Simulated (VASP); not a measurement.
# SnO2 (Imma) in VASP: further runs

The runs below take SnO2 through single point, with LDA.

Everything below comes from runs of VASP 6.6.1. Logs are shortened: lines on timing, memory, paths and dates and some standing lists are left out, and cuts for length are marked.

**1. The cell of the first run**

Symmetry: Imma, No. 74, orthorhombic system. The conventional cell has a = 3.575 Å, b = 3.972 Å, c = 10.180 Å, α = 90.00°, β = 90.00°, γ = 90.00°. Within 2.5 Å of Sn (site symmetry mm2) lie 6 O at 1.85 to 2.07 Å. O (site symmetry mm2) has 3 Sn at 2.04 to 2.07 Å and 2 O at 2.54 Å within 2.7 Å. Within 2.5 Å of O (site symmetry mm2) lie 3 Sn at 1.85 to 2.07 Å and 2 O at 2.39 Å.

**2. Single point, LDA (strain -0.1000 x Voigt [0, 1, 0, 0, 0, 0])**

Contents of INCAR:

```
PREC     = Accurate       # precision mode
ENCUT    = 520            # plane-wave cutoff, eV
EDIFF    = 1E-6           # SCF threshold, eV
ISMEAR   = 0              # smearing method
SIGMA    = 0.05           # smearing width, eV
LREAL    = F              # projectors in reciprocal space
LASPH    = T              # aspherical terms in the spheres
NELM     = 80             # most SCF steps
ALGO     = Normal         # electronic algorithm
ISIF     = 2              # what is computed and relaxed
LWAVE    = F              # write WAVECAR
LCHARG   = F              # write CHGCAR
NBANDS   = 35             # bands
```

Contents of KPOINTS:

```
Automatic mesh
0
Gamma
  10 10 10
```

Contents of POSCAR:

```
SnO2
1.0
   -1.9861130355      1.7875017320      5.0901677926
    1.9861130355     -1.7875017320      5.0901677926
    1.9861130355      1.7875017320     -5.0901677926
Sn O
2 4
Direct
    0.7500000000      0.2500000000      0.5000000000
    0.0000000000      0.0000000000      0.0000000000
    0.7969975836      0.7969975836      0.0000000000
    0.9530024164      0.4530024164      0.5000000000
    0.2030024164      0.2030024164      0.0000000000
    0.5469975836      0.0469975836      0.5000000000
```

Potentials or basis: VASP PAW LDA potentials, release 64 (Sn_d, O).

Started as:

```
$ cat potpaw_LDA.64/Sn_d/POTCAR potpaw_LDA.64/O/POTCAR > POTCAR
$ mpirun -np 1 vasp_std > vasp.out
```

OUTCAR:

```text
PREC = Accurate
   ENCUT = 520
   EDIFF = 1E-6
   ISMEAR = 0
   LREAL = F
   LASPH = T
   NELM = 80
   ISIF = 2

 ion  position               nearest neighbor table
   1  0.750  0.250  0.500-   5 1.85   5 1.85   3 2.04   3 2.04   4 2.07   6 2.07   2 3.11   2 3.11
                             2 3.23   2 3.23
   2  0.000  0.000  0.000-   6 1.85   6 1.85   4 2.04   4 2.04   3 2.07   5 2.07   1 3.11   1 3.11
                             1 3.23   1 3.23
   3  0.797  0.797  0.000-   1 2.04   1 2.04   2 2.07
   4  0.953  0.453  0.500-   2 2.04   2 2.04   1 2.07
   5  0.203  0.203  0.000-   1 1.85   1 1.85   2 2.07
   6  0.547  0.047  0.500-   2 1.85   2 1.85   1 2.07

  LATTYP: Found a body centered orthorhombic cell.
 ALAT       =     3.5750034640
 B/A-ratio  =     1.1111111111
 C/A-ratio  =     2.8476435583

  Lattice vectors:

 A1 = (  -1.9861130355,  -1.7875017320,   5.0901677926)
 A2 = (   1.9861130355,   1.7875017320,   5.0901677926)
 A3 = (  -1.9861130355,   1.7875017320,  -5.0901677926)

Analysis of symmetry for initial positions (statically):
=====================================================================
 Subroutine PRICEL returns:
 Original cell was already a primitive cell.

 Routine SETGRP: Setting up the symmetry group for a
 body centered orthorhombic supercell.

 Subroutine GETGRP returns: Found  8 space group operations
 (whereof  4 operations were pure point group operations)
 out of a pool of  8 trial point group operations.

The static configuration has the point symmetry C_2v.
 The point group associated with its full space group is D_2h.

Analysis of symmetry for dynamics (positions and initial velocities):
=====================================================================
 Subroutine PRICEL returns:
 Original cell was already a primitive cell.

 Routine SETGRP: Setting up the symmetry group for a
 body centered orthorhombic supercell.

 Subroutine GETGRP returns: Found  8 space group operations
 (whereof  4 operations were pure point group operations)
 out of a pool of  8 trial point group operations.

The dynamic configuration has the point symmetry C_2v.
 The point group associated with its full space group is D_2h.

 Subroutine INISYM returns: Found  8 space group operations
 (whereof  4 operations are pure point group operations),
 and found     1 'primitive' translations

----------------------------------------------------------------------------------------

                                     Primitive cell

  volume of cell :      72.2841

  direct lattice vectors                    reciprocal lattice vectors
    -1.986113036  1.787501732  5.090167793     0.000000000  0.279720009  0.098228589
     1.986113036 -1.787501732  5.090167793     0.251748008  0.000000000  0.098228589
     1.986113036  1.787501732 -5.090167793     0.251748008  0.279720009  0.000000000

  length of vectors
     5.748879507  5.748879507  5.748879507     0.296466084  0.270233076  0.376324784

  position of ions in fractional coordinates (direct lattice)
     0.750000000  0.250000000  0.500000000
     0.000000000  0.000000000  0.000000000
     0.796997584  0.796997584  0.000000000
     0.953002416  0.453002416  0.500000000
     0.203002416  0.203002416  0.000000000
     0.546997584  0.046997584  0.500000000

  ion indices of the primitive-cell ions
   primitive index   ion index
                 1           1
                 2           2
                 3           3
                 4           4
                 5           5
                 6           6

----------------------------------------------------------------------------------------

 KPOINTS: Automatic mesh

Automatic generation of k-mesh.
 Grid dimensions read from file:
 generate k-points for:   10   10   10

 Generating k-lattice:

  Cartesian coordinates                     Fractional coordinates (reciprocal lattice)
     0.000000000  0.027972001  0.009822859     0.100000000 -0.000000000  0.000000000
     0.025174801  0.000000000  0.009822859     0.000000000  0.100000000 -0.000000000
     0.025174801  0.027972001  0.000000000     0.000000000 -0.000000000  0.100000000

  Length of vectors
     0.029646608  0.027023308  0.037632478

  Shift w.r.t. Gamma in fractional coordinates (k-lattice)
     0.000000000  0.000000000  0.000000000

 Subroutine IBZKPT returns following result:
 ===========================================

 Found    171 irreducible k-points:

 Following reciprocal coordinates:
            Coordinates               Weight
  0.000000  0.000000  0.000000      1.000000
  0.100000  0.000000  0.000000      4.000000
  0.200000  0.000000  0.000000      4.000000
  0.300000  0.000000  0.000000      4.000000
  0.400000  0.000000 -0.000000      4.000000
  0.500000  0.000000  0.000000      2.000000
[... 16 lines left out ...]
 -0.400000  0.200000  0.000000      8.000000
 -0.300000  0.200000  0.000000      8.000000
 [... further k-points ...]
   k-points           NKPTS =    171   k-points in BZ     NKDIM =    171   number of bands    NBANDS=     35
   number of dos      NEDOS =    301   number of ions     NIONS =      6
   total plane-waves  NPLWV = 110592
   dimension x,y,z NGX =    48 NGY =   48 NGZ =   48
   dimension x,y,z NGXF=    96 NGYF=   96 NGZF=   96
   ions per type =               2   4
   NGX,Y,Z   is equivalent  to a cutoff of  13.88, 13.88, 13.88 a.u.
   NGXF,Y,Z  is equivalent  to a cutoff of  27.76, 27.76, 27.76 a.u.
 SYSTEM =  unknown system
   PREC   = accura    normal or accurate (medium, high low for compatibility)
   ISTART =      0    job   : 0-new  1-cont  2-samecut
   ICHARG =      2    charge: 1-file 2-atom 10-const
   ISPIN  =      1    spin polarized calculation?
   LNONCOLLINEAR =      F non collinear calculations
   LSORBIT =      F    spin-orbit coupling
   LASPH  =      T    aspherical Exc in radial PAW
   ENCUT  =  520.0 eV  38.22 Ry    6.18 a.u.  10.69 10.69 10.69*2*pi/ulx,y,z
   NELM   =     80;   NELMIN=  2; NELMDL= -5     # of ELM steps
   EDIFF  = 0.1E-05   stopping-criterion for ELM
   LREAL  =      F    real-space projection
[... 7 lines left out ...]
   TEBEG  =    0.0;   TEEND  =   0.0 temperature during run
   PSTRESS=    0.0 pullay stress
   NELECT =      52.0000    total number of electrons
   NUPDOWN=      -1.0000    fix difference up-down
   EMIN   =  10.00;   EMAX   =-10.00  energy-range for DOS
   EFERMI =   0.00;   METHOD = LEGACY
   ISMEAR =     0;   SIGMA  =   0.05  broadening in eV -4-tet -1-fermi 0-gaus
   EFERMI_NEDOS =   21; number of points for ismear=-14 and -15
   IALGO  =     38    algorithm
   IMIX   =      4    mixing-type and parameters
     AMIX     =   0.40;   BMIX     =  1.00
     AMIX_MAG =   1.60;   BMIX_MAG =  1.00
  volume/ion in A,a.u.               =      12.05        81.30
  Fermi-wavevector in a.u.,A,eV,Ry     =   1.466882  2.772005 29.276228  2.151742
  Thomas-Fermi vector in A             =   2.582566
   LORBIT       =      0    0 simple, 1 ext, 2 COOP (PROOUT), +10 PAW based schemes
   GGA     = CA    functional components
   LHFCALC =     F    Hartree Fock is set to
   AEXX    =    0.0000 exact exchange contribution
   IVDW    =     0    specifies the selected vdW correction
   LEPSILON=     F    determine dielectric tensor
   LRPA    =     F    only Hartree local field effects (RPA)
 non-spin polarized calculation
 Gauss-broadening in eV      SIGMA  =   0.05
  energy-cutoff  :      520.00
  volume of cell :       72.28
 maximum number of plane-waves:      1973
 NGX is ok and might be reduce to    48
   NGX = 21   NGY = 21   NGZ = 21

 number of electron      52.0000001 magnetization

 Free energy of the ion-electron system (eV)
  ---------------------------------------------------
  ext. energy  EPLUGINS =         0.00000000
  ---------------------------------------------------
  free energy    TOTEN  =       -40.31140918 eV

  energy without entropy =      -40.31140918  energy(sigma->0) =      -40.31140918

 E-fermi :   5.5259     XC(G=0): -11.5112

 val. band max:        5.2817928361   @ k =   0.5000   0.5000   0.5000
 cond. band min:       7.9992862070   @ k =   0.0000   0.0000   0.0000
 fundamental gap:      2.7174933709
 Fermi energy:         5.5259276891

 k-point     1 :       0.0000    0.0000    0.0000
  band No.  band energies     occupation
      1     -15.9918      2.00000
      2     -15.9298      2.00000
      3     -14.7707      2.00000
      4     -14.2221      2.00000
      5     -14.2216      2.00000
      6     -14.0113      2.00000
[... 27 lines left out ...]
     34      18.0530      0.00000
     35      18.9466      0.00000

 k-point     2 :       0.1000    0.0000    0.0000
  band No.  band energies     occupation
      1     -15.9154      2.00000
      2     -15.8606      2.00000
      3     -14.7774      2.00000
      4     -14.2462      2.00000
      5     -14.2195      2.00000
      6     -14.0164      2.00000
[... 27 lines left out ...]
     34      17.8428      0.00000
     35      18.4273      0.00000

 k-point     3 :       0.2000    0.0000    0.0000
  band No.  band energies     occupation
      1     -15.7143      2.00000
      2     -15.6598      2.00000
      3     -14.7928      2.00000
      4     -14.3190      2.00000
      5     -14.2191      2.00000
      6     -14.0284      2.00000
[... 27 lines left out ...]
     34      17.4730      0.00000
     35      17.7909      0.00000
[... 723 lines left out ...]
 k-point    23 :      -0.4000    0.2000    0.0000
  band No.  band energies     occupation
      1     -15.1872      2.00000
      2     -15.0735      2.00000
      3     -14.6928      2.00000
      4     -14.5551      2.00000
      5     -14.2219      2.00000
      6     -14.0127      2.00000
[... 27 lines left out ...]
     34      16.8697      0.00000
     35      17.9020      0.00000

 k-point    24 :      -0.3000    0.2000    0.0000
  band No.  band energies     occupation
      1     -15.4139      2.00000
      2     -15.3638      2.00000
      3     -14.6816      2.00000
      4     -14.4915      2.00000
      5     -14.2114      2.00000
      6     -14.0067      2.00000
[... 27 lines left out ...]
     34      17.1216      0.00000
     35      17.5234      0.00000

 [... further k-points ...]
[... 5 lines left out ...]
  --------------------------------------------------------------------------------------
  -------------------------------------------------------------------------------------
  Total        2.1719175     29.4791256      8.7225584      0.0000000      0.0000000      0.0000000
  in kB       48.1405868    653.4053058    193.3356509      0.0000000      0.0000000      0.0000000
  external PRESSURE =     298.2938478 kB  Pullay stress =       0.0000000 kB

 VOLUME and BASIS-vectors are now :
 -----------------------------------------------------------------------------
  energy-cutoff  :      520.00
  volume of cell :       72.28
      direct lattice vectors                 reciprocal lattice vectors
    -1.986113036  1.787501732  5.090167793     0.000000000  0.279720009  0.098228589
     1.986113036 -1.787501732  5.090167793     0.251748008  0.000000000  0.098228589
     1.986113036  1.787501732 -5.090167793     0.251748008  0.279720009  0.000000000

 POSITION                                       TOTAL-FORCE (eV/Angst)
 -----------------------------------------------------------------------------------
     -0.00000      1.78750      2.54508        -0.000000     -0.000000      3.270876
      0.00000      0.00000      0.00000        -0.000000     -0.000000     -3.270876
      0.00000      0.00000      8.11370        -0.000000      0.000000     -0.171965
     -0.00000      1.78750      4.61172        -0.000000      0.000000      0.171965
      0.00000      0.00000      2.06663         0.000000     -0.000000     -0.774110
      0.00000      1.78750      0.47845         0.000000      0.000000      0.774110
 -----------------------------------------------------------------------------------
    total drift:                                0.000000     -0.000000      0.000000

  FREE ENERGIE OF THE ION-ELECTRON SYSTEM (eV)
  ---------------------------------------------------
  free  energy   TOTEN  =       -40.3114091795 eV

  energy  without entropy=      -40.3114091795  energy(sigma->0) =      -40.31140918
```

Wall time 23 min (1 thread of Oxide Virtual Turin-like, shared host); peak memory 0.46 GiB.

What came out:

| Item | Value |
| --- | --- |
| Free energy | -40.3114 eV |
| Pressure | 29.8 GPa |
| Largest force | 3.271 eV/Å |
| Band gap on the k mesh | 2.72 eV (least direct gap 2.79 eV) |

Forces on the atoms (eV/Å):
```
Sn   0.000  0.000  3.271
Sn   0.000  0.000 -3.271
O    0.000  0.000 -0.172
O    0.000  0.000  0.172
O    0.000  0.000 -0.774
O    0.000  0.000  0.774
```

Caveat: the cell differs from its parent crystal (strain -0.1000 x Voigt [0, 1, 0, 0, 0, 0]); the stress differs along the axes, from 5 to 65 GPa; spin-orbit coupling is left out, which moves the levels of the heavy elements; forces of over 1 eV/Å act on the atoms, so gaps and moduli don't describe the material at rest.

**3. Single point, LDA (strain -0.0750 x Voigt [0, 1, 0, 0, 0, 0])**

Contents of INCAR:

```
SYSTEM = SnO2
PREC = Accurate ; ENCUT = 520
EDIFF = 1E-6 ; ISMEAR = 0
SIGMA = 0.05 ; LREAL = .False.
LASPH = .True. ; NELM = 80
ALGO = Normal ; ISIF = 2
LWAVE = .False. ; LCHARG = .True.
LELF = .True. ; LVHAR = .True.
NBANDS = 35
```

Contents of KPOINTS:

```
Automatic mesh
0
Gamma
  10 10 10
  0 0 0
```

Edit POSCAR of step 2 so:

```diff
@@ -2,5 +2,5 @@
 1.0
-   -1.9861130355      1.7875017320      5.0901677926
-    1.9861130355     -1.7875017320      5.0901677926
-    1.9861130355      1.7875017320     -5.0901677926
+   -1.9861130355      1.8371545578      5.0901677926
+    1.9861130355     -1.8371545578      5.0901677926
+    1.9861130355      1.8371545578     -5.0901677926
 Sn O
```

Potentials or basis: VASP PAW LDA potentials, release 64 (Sn_d, O).

Started as:

```
$ cat potpaw_LDA.64/Sn_d/POTCAR potpaw_LDA.64/O/POTCAR > POTCAR
$ mpirun -np 1 vasp_std > vasp.out
```

Wall time 26 min (1 thread of Oxide Virtual Turin-like, shared host); peak memory 0.46 GiB.

It converged, with:

```yaml
Free_energy: -40.9907 eV
Pressure: 20.1 GPa
Largest_force: 2.221 eV/Å
Band_gap_on_the_k_mesh: 2.53 eV (least direct gap 2.61 eV)
```

Forces on the atoms (eV/Å):
```
Sn   0.000  0.000  2.221
Sn   0.000  0.000 -2.221
O    0.000  0.000 -0.145
O    0.000  0.000  0.145
O    0.000  0.000 -0.402
O    0.000  0.000  0.402
```

Stress tensor (GPa, compression positive):
```
 3.42  0.00  0.00
 0.00 43.31  0.00
 0.00  0.00 13.58
```

Levels at points of the mesh, in eV from the valence-band top:
| k point | band 23 | band 24 | band 25 | band 26 | band 27 | band 28 | band 29 | band 30 |
| --- | --- | --- | --- | --- | --- | --- | --- | --- |
| (0.00, 0.00, 0.00) | -0.88 | -0.81 | -0.55 | -0.08 | 2.53 | 6.45 | 9.40 | 9.68 |
| (0.50, 0.00, 0.00) | -1.32 | -1.29 | -0.56 | -0.38 | 6.00 | 7.09 | 8.53 | 9.33 |
| (0.00, 0.50, 0.00) | -0.52 | -0.45 | -0.42 | -0.27 | 5.88 | 6.87 | 8.01 | 8.87 |
| (0.50, 0.50, 0.00) | -0.63 | -0.63 | -0.05 | -0.05 | 7.98 | 7.98 | 8.44 | 8.44 |
| (0.50, 0.50, 0.50) | -1.47 | -0.77 | -0.63 | 0.00 | 5.15 | 5.22 | 7.48 | 7.50 |

Caveat: the cell differs from its parent crystal (strain -0.0750 x Voigt [0, 1, 0, 0, 0, 0]); the stress differs along the axes, from 3 to 43 GPa; spin-orbit coupling is left out, which moves the levels of the heavy elements; forces of over 1 eV/Å act on the atoms, so gaps and moduli don't describe the material at rest.
